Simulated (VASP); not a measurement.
Set up this calculation in VASP 6.6.1, as the native input.

```yaml
Task: single point
Functional: PBE
Potentials_or_basis: VASP PAW PBE potentials, release 64 (Cd, H)
Cutoff: 520 eV
k_mesh: 14 × 14 × 14
Occupations: gaussian, width 0.1 eV
Spin: no spin polarisation
Dipole_correction: no
Further_INCAR_settings: ALGO = Normal; EDIFF = 1e-06; NBANDS = 16
```

The structure of CdH3 lies in POSCAR:

```
CdH3
1.0
    3.2355285813      0.0000000000      0.0000000000
    0.0000000000      3.2355285813      0.0000000000
    0.0000000000      0.0000000000      3.2355285813
Cd H
1 3
Direct
    0.0000000000      0.0000000000      0.0000000000
    0.0000000000      0.5000000000      0.5000000000
    0.5000000000      0.0000000000      0.5000000000
    0.5000000000      0.5000000000      0.0000000000
```

The input as run:

INCAR

```
PREC     = Accurate       # precision mode
ENCUT    = 520            # plane-wave cutoff, eV
EDIFF    = 1E-6           # SCF threshold, eV
ISMEAR   = 0              # smearing method
SIGMA    = 0.1            # smearing width, eV
LREAL    = F              # projectors in reciprocal space
LASPH    = T              # aspherical terms in the spheres
NELM     = 80             # most SCF steps
ALGO     = Normal         # electronic algorithm
ISIF     = 2              # what is computed and relaxed
LWAVE    = F              # write WAVECAR
LCHARG   = T              # write CHGCAR
GGA      = PE             # functional
LELF     = T              # ELF
LVHAR    = T            
NBANDS   = 16             # bands
```

KPOINTS

```
regular mesh
0
Gamma
  14 14 14
```

Potentials or basis: VASP PAW PBE potentials, release 64 (Cd, H).

Launch:

```bash
$ cat potpaw_PBE.64/Cd/POTCAR potpaw_PBE.64/H/POTCAR > POTCAR
$ mpirun -np 1 vasp_std > vasp.out
```

It gave:

```json
{
 "Pressure": "0.2 GPa",
 "Band gap on the k mesh": "zero (an odd number of electrons rules out a gap without spin polarisation)"
}
```

Run time: 43 s on 1 thread of Intel Xeon 8259CL, on a shared host, peak memory 0.18 GiB.
